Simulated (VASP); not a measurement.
# LiCl (Pm-3m) in VASP: notebook, part 2 of 2

VASP 6.6.1. The steps go on from the part before.

### Step 3. Single point, r2SCAN (strain +1.8%)

POSCAR reads:

```
LiCl
1.0
    3.3286953527      0.0000000000      0.0000000000
    0.0000000000      3.3286953527      0.0000000000
    0.0000000000      0.0000000000      3.3286953527
Li Cl
1 1
Direct
    0.0000000000      0.0000000000      0.0000000000
    0.5000000000      0.5000000000      0.5000000000
```

INCAR.step1 reads:

```
SYSTEM = LiCl
ALGO = Normal
EDIFF = 1E-4
ENCUT = 520
GGA = PE
ISMEAR = 0
LASPH = .TRUE.
LCHARG = .FALSE.
LREAL = .FALSE.
LWAVE = .TRUE.
NBANDS = 12
NELM = 80
PREC = Accurate
SIGMA = 0.01
```

INCAR.step2 reads:

```
SYSTEM = LiCl
ALGO = Normal
EDIFF = 1E-6
ENCUT = 520
ISIF = 2
ISMEAR = 0
ISTART = 1
LASPH = .TRUE.
LCHARG = .FALSE.
LMIXTAU = .TRUE.
LREAL = .FALSE.
LWAVE = .FALSE.
METAGGA = R2SCAN
NBANDS = 12
NELM = 80
PREC = Accurate
SIGMA = 0.01
```

KPOINTS reads:

```
k-points
0
G
  8 8 8
  0 0 0
```

Potentials or basis: VASP PAW PBE potentials, release 64 (Li_sv, Cl).

Started as:

```console
cat potpaw_PBE.64/Li_sv/POTCAR potpaw_PBE.64/Cl/POTCAR > POTCAR
cp INCAR.step1 INCAR
mpirun -np 1 vasp_std > vasp.out
cp INCAR.step2 INCAR
mpirun -np 1 vasp_std > vasp.out
```

OUTCAR:

```text
SYSTEM = LiCl
   EDIFF = 1E-6
   ENCUT = 520
   ISIF = 2
   ISMEAR = 0
   ISTART = 1
   LASPH = .TRUE.
   LREAL = .FALSE.
   METAGGA = R2SCAN
   NELM = 80
   PREC = Accurate

 ion  position               nearest neighbor table
   1  0.000  0.000  0.000-
   2  0.500  0.500  0.500-

  LATTYP: Found a simple cubic cell.
 ALAT       =     3.3286953527

  Lattice vectors:

 A1 = (   3.3286953527,   0.0000000000,   0.0000000000)
 A2 = (   0.0000000000,   3.3286953527,   0.0000000000)
 A3 = (   0.0000000000,   0.0000000000,   3.3286953527)

Analysis of symmetry for initial positions (statically):
=====================================================================
 Subroutine PRICEL returns:
 Original cell was already a primitive cell.

 Routine SETGRP: Setting up the symmetry group for a
 simple cubic supercell.

 Subroutine GETGRP returns: Found 48 space group operations
 (whereof 48 operations were pure point group operations)
 out of a pool of 48 trial point group operations.

The static configuration has the point symmetry O_h .

Analysis of symmetry for dynamics (positions and initial velocities):
=====================================================================
 Subroutine PRICEL returns:
 Original cell was already a primitive cell.

 Routine SETGRP: Setting up the symmetry group for a
 simple cubic supercell.

 Subroutine GETGRP returns: Found 48 space group operations
 (whereof 48 operations were pure point group operations)
 out of a pool of 48 trial point group operations.

The dynamic configuration has the point symmetry O_h .

 Subroutine INISYM returns: Found 48 space group operations
 (whereof 48 operations are pure point group operations),
 and found     1 'primitive' translations

----------------------------------------------------------------------------------------

                                     Primitive cell

  volume of cell :      36.8827

  direct lattice vectors                    reciprocal lattice vectors
     3.328695353  0.000000000  0.000000000     0.300418000  0.000000000  0.000000000
     0.000000000  3.328695353  0.000000000     0.000000000  0.300418000  0.000000000
     0.000000000  0.000000000  3.328695353     0.000000000  0.000000000  0.300418000

  length of vectors
     3.328695353  3.328695353  3.328695353     0.300418000  0.300418000  0.300418000

  position of ions in fractional coordinates (direct lattice)
     0.000000000  0.000000000  0.000000000
     0.500000000  0.500000000  0.500000000

  ion indices of the primitive-cell ions
   primitive index   ion index
                 1           1
                 2           2

----------------------------------------------------------------------------------------

 KPOINTS: k-points

Automatic generation of k-mesh.
 Grid dimensions read from file:
 generate k-points for:    8    8    8

 Generating k-lattice:

  Cartesian coordinates                     Fractional coordinates (reciprocal lattice)
     0.037552250  0.000000000  0.000000000     0.125000000  0.000000000  0.000000000
     0.000000000  0.037552250  0.000000000     0.000000000  0.125000000  0.000000000
     0.000000000  0.000000000  0.037552250     0.000000000  0.000000000  0.125000000

  Length of vectors
     0.037552250  0.037552250  0.037552250

  Shift w.r.t. Gamma in fractional coordinates (k-lattice)
     0.000000000  0.000000000  0.000000000

 Subroutine IBZKPT returns following result:
 ===========================================

 Found     35 irreducible k-points:

 Following reciprocal coordinates:
            Coordinates               Weight
  0.000000  0.000000  0.000000      1.000000
  0.125000  0.000000  0.000000      6.000000
  0.250000  0.000000  0.000000      6.000000
  0.375000  0.000000  0.000000      6.000000
  0.500000  0.000000  0.000000      3.000000
  0.125000  0.125000  0.000000     12.000000
[... 16 lines left out ...]
  0.375000  0.375000  0.125000     24.000000
  0.500000  0.375000  0.125000     24.000000
 [... further k-points ...]
   k-points           NKPTS =     35   k-points in BZ     NKDIM =     35   number of bands    NBANDS=     12
   number of dos      NEDOS =    301   number of ions     NIONS =      2
   total plane-waves  NPLWV =  21952
   dimension x,y,z NGX =    28 NGY =   28 NGZ =   28
   dimension x,y,z NGXF=    56 NGYF=   56 NGZF=   56
   ions per type =               1   1
   NGX,Y,Z   is equivalent  to a cutoff of  13.98, 13.98, 13.98 a.u.
   NGXF,Y,Z  is equivalent  to a cutoff of  27.97, 27.97, 27.97 a.u.
 SYSTEM =  LiCl
   PREC   = accura    normal or accurate (medium, high low for compatibility)
   ISTART =      1    job   : 0-new  1-cont  2-samecut
   ICHARG =      0    charge: 1-file 2-atom 10-const
   ISPIN  =      1    spin polarized calculation?
   LNONCOLLINEAR =      F non collinear calculations
   LSORBIT =      F    spin-orbit coupling
   LASPH  =      T    aspherical Exc in radial PAW
   ENCUT  =  520.0 eV  38.22 Ry    6.18 a.u.   6.19  6.19  6.19*2*pi/ulx,y,z
   NELM   =     80;   NELMIN=  2; NELMDL=  0     # of ELM steps
   EDIFF  = 0.1E-05   stopping-criterion for ELM
   LREAL  =      F    real-space projection
   EDIFFG = 0.1E-04   stopping-criterion for IOM
   NSW    =      0    number of steps for IOM
   IBRION =     -1    ionic relax: 0-MD 1-quasi-New 2-CG
   NFREE  =      0    steps in history (QN), initial steepest desc. (CG)
   ISIF   =      2    stress and relaxation
   ISYM   =      2    0-nonsym 1-usesym 2-fastsym
   POTIM  = 0.5000    time-step for ionic-motion
   TEBEG  =    0.0;   TEEND  =   0.0 temperature during run
   PSTRESS=    0.0 pullay stress
   NELECT =      10.0000    total number of electrons
   NUPDOWN=      -1.0000    fix difference up-down
   EMIN   =  10.00;   EMAX   =-10.00  energy-range for DOS
   EFERMI =   0.00;   METHOD = LEGACY
   ISMEAR =     0;   SIGMA  =   0.01  broadening in eV -4-tet -1-fermi 0-gaus
   EFERMI_NEDOS =   21; number of points for ismear=-14 and -15
   IALGO  =     38    algorithm
   IMIX   =      4    mixing-type and parameters
     AMIX     =   0.40;   BMIX     =  1.00
     AMIX_MAG =   1.60;   BMIX_MAG =  1.00
  volume/ion in A,a.u.               =      18.44       124.45
  Fermi-wavevector in a.u.,A,eV,Ry     =   1.059581  2.002318 15.275419  1.122712
  Thomas-Fermi vector in A             =   2.194931
   LORBIT       =      0    0 simple, 1 ext, 2 COOP (PROOUT), +10 PAW based schemes
   METAGGA = R2SCAN    functional components
   LHFCALC =     F    Hartree Fock is set to
   AEXX    =    0.0000 exact exchange contribution
   IVDW    =     0    specifies the selected vdW correction
   LEPSILON=     F    determine dielectric tensor
   LRPA    =     F    only Hartree local field effects (RPA)
 non-spin polarized calculation
 Gauss-broadening in eV      SIGMA  =   0.01
  energy-cutoff  :      520.00
  volume of cell :       36.88
 maximum number of plane-waves:      1021
 NGX is ok and might be reduce to    28
   NGX = 13   NGY = 13   NGZ = 13

 number of electron       9.9999991 magnetization

 Free energy of the ion-electron system (eV)
  ---------------------------------------------------
  ext. energy  EPLUGINS =         0.00000000
  ---------------------------------------------------
  free energy    TOTEN  =       -11.95033635 eV

  energy without entropy =      -11.95033635  energy(sigma->0) =      -11.95033635

 E-fermi :   0.9704     XC(G=0):  -8.7779

 val. band max:        0.7916112527   @ k =   0.5000   0.5000   0.0000
 cond. band min:       5.9579035439   @ k =   0.0000   0.0000   0.0000
 fundamental gap:      5.1662922912
 Fermi energy:         0.9704090778

 k-point     1 :       0.0000    0.0000    0.0000
  band No.  band energies     occupation
      1     -45.9057      2.00000
      2     -13.8108      2.00000
      3       0.0212      2.00000
      4       0.0212      2.00000
      5       0.0212      2.00000
      6       5.9579      0.00000
      7      10.2610      0.00000
      8      10.2610      0.00000
      9      14.9300      0.00000
     10      14.9300      0.00000
     11      14.9300      0.00000
     12      18.3901      0.00000
[... 331 lines left out ...]
 k-point    24 :       0.5000    0.3750    0.1250
  band No.  band energies     occupation
      1     -45.9019      2.00000
      2     -12.8971      2.00000
      3      -2.3447      2.00000
      4      -1.9209      2.00000
      5       0.3091      2.00000
      6       7.2355      0.00000
      7       9.9559      0.00000
      8      10.1825      0.00000
      9      13.2793      0.00000
     10      14.3869      0.00000
     11      15.9716      0.00000
     12      17.1088      0.00000

 [... further k-points ...]
[... 5 lines left out ...]
  --------------------------------------------------------------------------------------
  -------------------------------------------------------------------------------------
  Total       -0.4629369     -0.4629369     -0.4629369      0.0000000      0.0000000      0.0000000
  in kB      -20.1099153    -20.1099153    -20.1099153      0.0000000      0.0000000      0.0000000
  external PRESSURE =     -20.1099153 kB  Pullay stress =       0.0000000 kB

 VOLUME and BASIS-vectors are now :
 -----------------------------------------------------------------------------
  energy-cutoff  :      520.00
  volume of cell :       36.88
      direct lattice vectors                 reciprocal lattice vectors
     3.328695353  0.000000000  0.000000000     0.300418000  0.000000000  0.000000000
     0.000000000  3.328695353  0.000000000     0.000000000  0.300418000  0.000000000
     0.000000000  0.000000000  3.328695353     0.000000000  0.000000000  0.300418000

 POSITION                                       TOTAL-FORCE (eV/Angst)
 -----------------------------------------------------------------------------------
      0.00000      0.00000      0.00000         0.000000      0.000000      0.000000
      1.66435      1.66435      1.66435         0.000000      0.000000      0.000000
 -----------------------------------------------------------------------------------
    total drift:                               -0.000000      0.000000      0.000000

  FREE ENERGIE OF THE ION-ELECTRON SYSTEM (eV)
  ---------------------------------------------------
  free  energy   TOTEN  =       -11.9503363482 eV

  energy  without entropy=      -11.9503363482  energy(sigma->0) =      -11.95033635
```

It took 66 s on 1 thread of Intel Xeon 8259CL, shared host; peak memory 0.16 GiB.

What came out:

- Free energy: -11.9503 eV
- Band gap on the k mesh: 5.17 eV (least direct gap 5.94 eV)

Caveat: the cell differs from its parent crystal (strain +1.8%); the cutoff is under 1.25 times the usual one of these potentials, so pressure, stress and relaxed cells hold a basis-set (Pulay) error; the structure was generated, so it needn't be the stable form of LiCl; the PAW data sets were made with another functional, which shifts forces and pressure a little. A k mesh can miss the band edges.
